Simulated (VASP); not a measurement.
# AlPt (Pm-3m) in VASP: further runs, part 2 of 2

VASP 6.6.1. The steps go on from the part before.

**3. Single point, r2SCAN, collinear spin**

Contents of POSCAR:

```
AlPt
1.0
    3.0915460000      0.0000000000      0.0000000000
    0.0000000000      3.0915460000      0.0000000000
    0.0000000000      0.0000000000      3.0915460000
Al Pt
1 1
Direct
    0.0000000000      0.0000000000      0.0000000000
    0.5000000000      0.5000000000      0.5000000000
```

Contents of INCAR.step1:

```
SYSTEM = AlPt
PREC     = Accurate       ! precision mode
ENCUT    = 520            ! plane-wave cutoff, eV
ISMEAR   = -1             ! smearing method
SIGMA    = 0.05           ! smearing width, eV
LREAL    = .FALSE.        ! projectors in reciprocal space
LASPH    = .TRUE.         ! aspherical terms in the spheres
NELM     = 150            ! most SCF steps
ISPIN    = 2              ! spin polarisation
MAGMOM   = 0 1            ! initial moments
NUPDOWN  = 1.0            ! fixed moment
LMAXMIX  = 4              ! l up to which the mixer works
NBANDS   = 18             ! bands
GGA      = PE             ! functional
ALGO     = Normal         ! electronic algorithm
EDIFF    = 1E-4           ! SCF threshold, eV
LWAVE    = .TRUE.         ! write WAVECAR
LCHARG   = .FALSE.        ! write CHGCAR
```

Contents of INCAR.step2:

```
SYSTEM = AlPt
PREC     = Accurate       ! precision mode
ENCUT    = 520            ! plane-wave cutoff, eV
EDIFF    = 1E-7           ! SCF threshold, eV
ISMEAR   = -1             ! smearing method
SIGMA    = 0.05           ! smearing width, eV
LREAL    = .FALSE.        ! projectors in reciprocal space
LASPH    = .TRUE.         ! aspherical terms in the spheres
NELM     = 150            ! most SCF steps
ALGO     = Normal         ! electronic algorithm
ISIF     = 2              ! what is computed and relaxed
LWAVE    = .FALSE.        ! write WAVECAR
LCHARG   = .FALSE.        ! write CHGCAR
ISPIN    = 2              ! spin polarisation
MAGMOM   = 0 1            ! initial moments
LORBIT   = 11             ! projections on sites
NUPDOWN  = 1.0            ! fixed moment
LMAXMIX  = 4              ! l up to which the mixer works
METAGGA  = R2SCAN         ! meta-GGA
LMIXTAU  = .TRUE.       
NBANDS   = 18             ! bands
ISTART   = 1
```

Contents of KPOINTS:

```
Automatic mesh
0
G
  11 11 11
  0 0 0
```

Potentials or basis: VASP PAW PBE potentials, release 64 (Al, Pt).

The run is started by

```console
$ cat potpaw_PBE.64/Al/POTCAR potpaw_PBE.64/Pt/POTCAR > POTCAR
$ cp INCAR.step1 INCAR
$ mpirun -np 1 vasp_std > vasp.out
$ cp INCAR.step2 INCAR
$ mpirun -np 1 vasp_std > vasp.out
```

OUTCAR:

```text
SYSTEM = AlPt
   PREC = Accurate
   ENCUT = 520
   EDIFF = 1E-7
   ISMEAR = -1
   LREAL = .FALSE.
   LASPH = .TRUE.
   NELM = 150
   ISIF = 2
   ISPIN = 2
   LORBIT = 11
   NUPDOWN = 1.0
   METAGGA = R2SCAN
   ISTART = 1

 ion  position               nearest neighbor table
   1  0.000  0.000  0.000-   2 2.68   2 2.68   2 2.68   2 2.68   2 2.68   2 2.68   2 2.68   2 2.68

   2  0.500  0.500  0.500-   1 2.68   1 2.68   1 2.68   1 2.68   1 2.68   1 2.68   1 2.68   1 2.68

  LATTYP: Found a simple cubic cell.
 ALAT       =     3.0915460000

  Lattice vectors:

 A1 = (   3.0915460000,   0.0000000000,   0.0000000000)
 A2 = (   0.0000000000,   3.0915460000,   0.0000000000)
 A3 = (   0.0000000000,   0.0000000000,   3.0915460000)

Analysis of symmetry for initial positions (statically):
=====================================================================
 Subroutine PRICEL returns:
 Original cell was already a primitive cell.

 Routine SETGRP: Setting up the symmetry group for a
 simple cubic supercell.

 Subroutine GETGRP returns: Found 48 space group operations
 (whereof 48 operations were pure point group operations)
 out of a pool of 48 trial point group operations.

The static configuration has the point symmetry O_h .

Analysis of symmetry for dynamics (positions and initial velocities):
=====================================================================
 Subroutine PRICEL returns:
 Original cell was already a primitive cell.

 Routine SETGRP: Setting up the symmetry group for a
 simple cubic supercell.

 Subroutine GETGRP returns: Found 48 space group operations
 (whereof 48 operations were pure point group operations)
 out of a pool of 48 trial point group operations.

The dynamic configuration has the point symmetry O_h .

Analysis of structural, dynamic, and magnetic symmetry:
=====================================================================
 Subroutine PRICEL returns:
 Original cell was already a primitive cell.

 Routine SETGRP: Setting up the symmetry group for a
 simple cubic supercell.

 Subroutine GETGRP returns: Found 48 space group operations
 (whereof 48 operations were pure point group operations)
 out of a pool of 48 trial point group operations.

The overall configuration has the point symmetry O_h .

 Subroutine INISYM returns: Found 48 space group operations
 (whereof 48 operations are pure point group operations),
 and found     1 'primitive' translations

----------------------------------------------------------------------------------------

                                     Primitive cell

  volume of cell :      29.5479

  direct lattice vectors                    reciprocal lattice vectors
     3.091546000  0.000000000  0.000000000     0.323462759  0.000000000  0.000000000
     0.000000000  3.091546000  0.000000000     0.000000000  0.323462759  0.000000000
     0.000000000  0.000000000  3.091546000     0.000000000  0.000000000  0.323462759

  length of vectors
     3.091546000  3.091546000  3.091546000     0.323462759  0.323462759  0.323462759

  position of ions in fractional coordinates (direct lattice)
     0.000000000  0.000000000  0.000000000
     0.500000000  0.500000000  0.500000000

  ion indices of the primitive-cell ions
   primitive index   ion index
[... 60 lines left out ...]
   dimension x,y,z NGXF=    48 NGYF=   48 NGZF=   48
   ions per type =               1   1
   NGX,Y,Z   is equivalent  to a cutoff of  12.91, 12.91, 12.91 a.u.
   NGXF,Y,Z  is equivalent  to a cutoff of  25.81, 25.81, 25.81 a.u.
 SYSTEM =  AlPt
   PREC   = accura    normal or accurate (medium, high low for compatibility)
   ISTART =      1    job   : 0-new  1-cont  2-samecut
   ICHARG =      0    charge: 1-file 2-atom 10-const
   ISPIN  =      2    spin polarized calculation?
   LNONCOLLINEAR =      F non collinear calculations
   LSORBIT =      F    spin-orbit coupling
   LASPH  =      T    aspherical Exc in radial PAW
   ENCUT  =  520.0 eV  38.22 Ry    6.18 a.u.   5.75  5.75  5.75*2*pi/ulx,y,z
   NELM   =    150;   NELMIN=  2; NELMDL=  0     # of ELM steps
   EDIFF  = 0.1E-06   stopping-criterion for ELM
   LREAL  =      F    real-space projection
   EDIFFG = 0.1E-05   stopping-criterion for IOM
   NSW    =      0    number of steps for IOM
   IBRION =     -1    ionic relax: 0-MD 1-quasi-New 2-CG
   NFREE  =      0    steps in history (QN), initial steepest desc. (CG)
   ISIF   =      2    stress and relaxation
   ISYM   =      2    0-nonsym 1-usesym 2-fastsym
   POTIM  = 0.5000    time-step for ionic-motion
   TEBEG  =    0.0;   TEEND  =   0.0 temperature during run
   PSTRESS=    0.0 pullay stress
   NELECT =      13.0000    total number of electrons
   NUPDOWN=       1.0000    fix difference up-down
   EMIN   =  10.00;   EMAX   =-10.00  energy-range for DOS
   EFERMI =   0.00;   METHOD = LEGACY
   ISMEAR =    -1;   SIGMA  =   0.05  broadening in eV -4-tet -1-fermi 0-gaus
   EFERMI_NEDOS =   21; number of points for ismear=-14 and -15
   IALGO  =     38    algorithm
   IMIX   =      4    mixing-type and parameters
     AMIX     =   0.40;   BMIX     =  1.00
     AMIX_MAG =   1.60;   BMIX_MAG =  1.00
  volume/ion in A,a.u.               =      14.77        99.70
  Fermi-wavevector in a.u.,A,eV,Ry     =   1.245127  2.352948 21.093665  1.550341
  Thomas-Fermi vector in A             =   2.379363
   LORBIT       =     11    0 simple, 1 ext, 2 COOP (PROOUT), +10 PAW based schemes
   METAGGA = R2SCAN    functional components
   LHFCALC =     F    Hartree Fock is set to
   AEXX    =    0.0000 exact exchange contribution
   IVDW    =     0    specifies the selected vdW correction
   LEPSILON=     F    determine dielectric tensor
   LRPA    =     F    only Hartree local field effects (RPA)
 spin polarized calculation
  energy-cutoff  :      520.00
  volume of cell :       29.55
 maximum number of plane-waves:       812
 NGX is ok and might be reduce to    24
   NGX = 11   NGY = 11   NGZ = 11

 number of electron      12.9999997 magnetization       0.9999999

 Free energy of the ion-electron system (eV)
  ---------------------------------------------------
  ext. energy  EPLUGINS =         0.00000000
  ---------------------------------------------------
  free energy    TOTEN  =       -59.59317423 eV

  energy without entropy =      -59.58737275  energy(sigma->0) =      -59.59027349

 E-fermi :   9.8568     XC(G=0): -13.1436

 val. band max:       12.1909577179   @ k =   0.2727   0.2727   0.1818
 cond. band min:       9.8771691260   @ k =   0.4545   0.4545   0.2727
 fundamental gap:     -2.3137885919
 Fermi energy:        12.2853022689

 spin component 1

 k-point     1 :       0.0000    0.0000    0.0000
  band No.  band energies     occupation
      1      -1.7152      1.00000
      2       4.2858      1.00000
      3       4.2858      1.00000
      4       7.4925      1.00000
      5       7.4925      1.00000
      6       7.4925      1.00000
[... 493 lines left out ...]
     17      30.1608      0.00000
     18      33.5356      0.00000

 [... further k-points ...]

 spin component 2

 k-point     1 :       0.0000    0.0000    0.0000
  band No.  band energies     occupation
      1      -1.2708      1.00000
      2       4.9660      1.00000
      3       4.9660      1.00000
      4       7.8170      1.00000
      5       7.8170      1.00000
      6       7.8170      1.00000
[... 493 lines left out ...]
     17      30.5798      0.00000
     18      33.8687      0.00000

 [... further k-points ...]
[... 5 lines left out ...]
  --------------------------------------------------------------------------------------
  -------------------------------------------------------------------------------------
  Total       -0.4197072     -0.4197072     -0.4197072      0.0000000     -0.0000000      0.0000000
  in kB      -22.7577775    -22.7577775    -22.7577775      0.0000000     -0.0000000      0.0000000
  external PRESSURE =     -22.7577775 kB  Pullay stress =       0.0000000 kB

 VOLUME and BASIS-vectors are now :
 -----------------------------------------------------------------------------
  energy-cutoff  :      520.00
  volume of cell :       29.55
      direct lattice vectors                 reciprocal lattice vectors
     3.091546000  0.000000000  0.000000000     0.323462759  0.000000000  0.000000000
     0.000000000  3.091546000  0.000000000     0.000000000  0.323462759  0.000000000
     0.000000000  0.000000000  3.091546000     0.000000000  0.000000000  0.323462759

 POSITION                                       TOTAL-FORCE (eV/Angst)
 -----------------------------------------------------------------------------------
      0.00000      0.00000      0.00000         0.000000      0.000000      0.000000
      1.54577      1.54577      1.54577         0.000000      0.000000      0.000000
 -----------------------------------------------------------------------------------
    total drift:                                0.000000     -0.000000     -0.000000

  FREE ENERGIE OF THE ION-ELECTRON SYSTEM (eV)
  ---------------------------------------------------
  free  energy   TOTEN  =       -59.5931742322 eV

  energy  without entropy=      -59.5873727460  energy(sigma->0) =      -59.59027349

 total charge

# of ion       s       p       d       tot
------------------------------------------
    1        0.355   0.375   0.000   0.731
    2        0.689   0.638   8.099   9.425
--------------------------------------------------
tot          1.044   1.013   8.099  10.156

 magnetization (x)

# of ion       s       p       d       tot
------------------------------------------
    1        0.034   0.060   0.000   0.094
    2        0.088   0.099   0.504   0.692
--------------------------------------------------
tot          0.123   0.159   0.504   0.786
```

Run time: 2.5 min. Hardware: 1 thread of Intel Xeon 8259CL, shared host; peak memory 0.19 GiB.

What came out:

| Property | Result |
| --- | --- |
| Free energy | -59.5932 eV |
| Pressure | -2.3 GPa |
| Net moment | 1.00 μB per cell |
| Site moments | Al +0.09; Pt +0.69 μB |
| Valence electrons inside the program's atomic spheres | Al 0.73; Pt 9.43 |

Caveat: the PAW data sets were made with another functional, which shifts forces and pressure a little; spin-orbit coupling is left out, which moves the levels of the heavy elements; the total moment is fixed, so each spin has its own Fermi level and the state may be an excited one.

**4. Single point, r2SCAN, collinear spin**

POSCAR is that of step 3.

INCAR.step1: that of step 3 with these lines changed.

```diff
@@ -9,4 +9,4 @@
 ISPIN    = 2              ! spin polarisation
-MAGMOM   = 0 1            ! initial moments
-NUPDOWN  = 1.0            ! fixed moment
+MAGMOM   = 0 1.4          ! initial moments
+NUPDOWN  = 1.4            ! fixed moment
 LMAXMIX  = 4              ! l up to which the mixer works
```

INCAR.step2: that of step 3 with these lines changed.

```diff
@@ -14,5 +14,5 @@
 ISPIN    = 2              ! spin polarisation
-MAGMOM   = 0 1            ! initial moments
+MAGMOM   = 0 1.4          ! initial moments
 LORBIT   = 11             ! projections on sites
-NUPDOWN  = 1.0            ! fixed moment
+NUPDOWN  = 1.4            ! fixed moment
 LMAXMIX  = 4              ! l up to which the mixer works
```

Contents of KPOINTS:

```
regular mesh
0
G
  11 11 11
  0 0 0
```

Potentials or basis: VASP PAW PBE potentials, release 64 (Al, Pt).

The run is started by

```console
$ cat potpaw_PBE.64/Al/POTCAR potpaw_PBE.64/Pt/POTCAR > POTCAR
$ cp INCAR.step1 INCAR
$ mpirun -np 1 vasp_std > vasp.out
$ cp INCAR.step2 INCAR
$ mpirun -np 1 vasp_std > vasp.out
```

OUTCAR:

```text
SYSTEM = AlPt
   PREC = Accurate
   ENCUT = 520
   EDIFF = 1E-7
   ISMEAR = -1
   LREAL = .FALSE.
   LASPH = .TRUE.
   NELM = 150
   ISIF = 2
   ISPIN = 2
   LORBIT = 11
   NUPDOWN = 1.4
   METAGGA = R2SCAN
   ISTART = 1

 ion  position               nearest neighbor table
   1  0.000  0.000  0.000-   2 2.68   2 2.68   2 2.68   2 2.68   2 2.68   2 2.68   2 2.68   2 2.68

   2  0.500  0.500  0.500-   1 2.68   1 2.68   1 2.68   1 2.68   1 2.68   1 2.68   1 2.68   1 2.68

  LATTYP: Found a simple cubic cell.
 ALAT       =     3.0915460000

  Lattice vectors:

 A1 = (   3.0915460000,   0.0000000000,   0.0000000000)
 A2 = (   0.0000000000,   3.0915460000,   0.0000000000)
 A3 = (   0.0000000000,   0.0000000000,   3.0915460000)

Analysis of symmetry for initial positions (statically):
=====================================================================
 Subroutine PRICEL returns:
 Original cell was already a primitive cell.

 Routine SETGRP: Setting up the symmetry group for a
 simple cubic supercell.

 Subroutine GETGRP returns: Found 48 space group operations
 (whereof 48 operations were pure point group operations)
 out of a pool of 48 trial point group operations.
[... 696 lines left out ...]
      1      -1.1589      1.00000
      2       5.0169      1.00000
      3       5.0169      1.00000
      4       7.7724      1.00000
      5       7.7724      1.00000
      6       7.7724      1.00000
[... 493 lines left out ...]
     17      30.6773      0.00000
     18      33.9472      0.00000

 [... further k-points ...]
[... 5 lines left out ...]
  --------------------------------------------------------------------------------------
  -------------------------------------------------------------------------------------
  Total        0.3291531      0.3291531      0.3291531     -0.0000000     -0.0000000      0.0000000
  in kB       17.8476627     17.8476627     17.8476627     -0.0000000     -0.0000000      0.0000000
  external PRESSURE =      17.8476627 kB  Pullay stress =       0.0000000 kB

 VOLUME and BASIS-vectors are now :
 -----------------------------------------------------------------------------
  energy-cutoff  :      520.00
  volume of cell :       29.55
      direct lattice vectors                 reciprocal lattice vectors
     3.091546000  0.000000000  0.000000000     0.323462759  0.000000000  0.000000000
     0.000000000  3.091546000  0.000000000     0.000000000  0.323462759  0.000000000
     0.000000000  0.000000000  3.091546000     0.000000000  0.000000000  0.323462759

 POSITION                                       TOTAL-FORCE (eV/Angst)
 -----------------------------------------------------------------------------------
      0.00000      0.00000      0.00000         0.000000      0.000000      0.000000
      1.54577      1.54577      1.54577         0.000000      0.000000      0.000000
 -----------------------------------------------------------------------------------
    total drift:                                0.000000     -0.000000     -0.000000

  FREE ENERGIE OF THE ION-ELECTRON SYSTEM (eV)
  ---------------------------------------------------
  free  energy   TOTEN  =       -58.9551859839 eV

  energy  without entropy=      -58.9502028170  energy(sigma->0) =      -58.95269440

 total charge

# of ion       s       p       d       tot
------------------------------------------
    1        0.366   0.374   0.000   0.740
    2        0.716   0.645   8.039   9.400
--------------------------------------------------
tot          1.082   1.018   8.039  10.140

 magnetization (x)

# of ion       s       p       d       tot
------------------------------------------
    1        0.052   0.076   0.000   0.128
    2        0.134   0.153   0.667   0.954
--------------------------------------------------
tot          0.186   0.229   0.667   1.082
```

OSZICAR.step1:

```text
N       E                     dE             d eps       ncg     rms          rms(c)
DAV:   1     0.477060174863E+02    0.47706E+02   -0.53215E+03  4056   0.599E+02
DAV:   2    -0.981387891238E+01   -0.57520E+02   -0.52148E+02  5104   0.146E+02
DAV:   3    -0.111540492996E+02   -0.13402E+01   -0.13290E+01  4916   0.200E+01
DAV:   4    -0.111627248687E+02   -0.86756E-02   -0.86745E-02  4768   0.188E+00
DAV:   5    -0.111628251936E+02   -0.10032E-03   -0.10032E-03  4770   0.196E-01    0.119E+01
DAV:   6    -0.105005398231E+02    0.66229E+00   -0.27258E+00  4250   0.103E+01    0.489E+00
DAV:   7    -0.104608266074E+02    0.39713E-01   -0.70667E-02  4306   0.203E+00    0.275E+00
DAV:   8    -0.104437871246E+02    0.17039E-01   -0.20296E-02  4434   0.881E-01    0.115E+00
DAV:   9    -0.104450721769E+02   -0.12851E-02   -0.42716E-03  4366   0.406E-01    0.206E-01
DAV:  10    -0.104450432143E+02    0.28963E-04   -0.29472E-04  4488   0.942E-02
   1 F= -.10445043E+02 E0= -.10442268E+02  d E =-.555136E-02  mag=     1.4000
```

Run time: 2.5 min. Hardware: 1 thread of Intel Xeon 8259CL, shared host; peak memory 0.19 GiB.

Results:

| Quantity | Value |
| --- | --- |
| Free energy | -58.9552 eV |
| Pressure | 1.8 GPa |
| Net moment | 1.40 μB per cell |
| Site moments | Al +0.13; Pt +0.95 μB |
| Valence electrons inside the program's atomic spheres | Al 0.74; Pt 9.40 |

Caveat: the PAW data sets were made with another functional, which shifts forces and pressure a little; spin-orbit coupling is left out, which moves the levels of the heavy elements; the total moment is fixed, so each spin has its own Fermi level and the state may be an excited one.

**5. Overview**

| fixed moment (μB) | pressure (GPa) | moment (μB) |
| --- | --- | --- |
| 0.5 | -4.5 | 0.50 |
| 1.0 | -2.3 | 1.00 |
| 1.4 | 1.8 | 1.40 |

Alike in all rows: task single point; level r2SCAN; potentials or basis VASP PAW PBE potentials, release 64 (Al, Pt); spin collinear; cell as given; k mesh 11 × 11 × 11; cutoff (eV) 520; smearing fermi-dirac 0.05 eV.

Caveats: the PAW data sets were made with another functional, which shifts forces and pressure a little; spin-orbit coupling is left out, which moves the levels of the heavy elements; the total moment is fixed, so each spin has its own Fermi level and the state may be an excited one; the cell stands under tension (at least some runs).

Absolute energies hang on the potentials; compare differences alone.
